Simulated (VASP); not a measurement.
A run of VASP 6.6.1:

File INCAR:

```
  ALGO = Normal
  EDIFF = 1E-6
  ENCUT = 520
  GGA = PE
  ISIF = 2
  ISMEAR = 0
  LASPH = True
  LCHARG = False
  LREAL = False
  LWAVE = False
  NBANDS = 26
  NELM = 80
  PREC = Accurate
  SIGMA = 0.05
```

The input KPOINTS:

```
k-points
0
Gamma
  9 9 2
```

Contents of POSCAR:

```
MgO
1.0
    3.3352000000      0.0000000000      0.0000000000
   -1.6676000000      2.8883679267      0.0000000000
    0.0000000000      0.0000000000     10.7943000000
Mg O
4 4
Direct
    0.3333333333      0.6666666667      0.9694906392
    0.0000000000      0.0000000000      0.2208211786
    0.0000000000      0.0000000000      0.7208211786
    0.6666666667      0.3333333333      0.4694906392
    0.3333333333      0.6666666667      0.7800420079
    0.0000000000      0.0000000000      0.5296443544
    0.0000000000      0.0000000000      0.0296443544
    0.6666666667      0.3333333333      0.2800420079
```

Potentials or basis: VASP PAW PBE potentials, release 64 (Mg, O).

Command:

```bash
$ cat potpaw_PBE.64/Mg/POTCAR potpaw_PBE.64/O/POTCAR > POTCAR
$ mpirun -np 1 vasp_std > vasp.out
```

Hardware: 1 thread of Intel(R) Xeon(R) 6975P-C (Granite Rapids) (shared host).

Question: How long does it take, and how much memory?

Answer: It took 42 s on 1 thread of Intel(R) Xeon(R) 6975P-C (Granite Rapids), on a shared host, peak memory 0.25 GiB. Counts: scf iterations 14, k points 24.
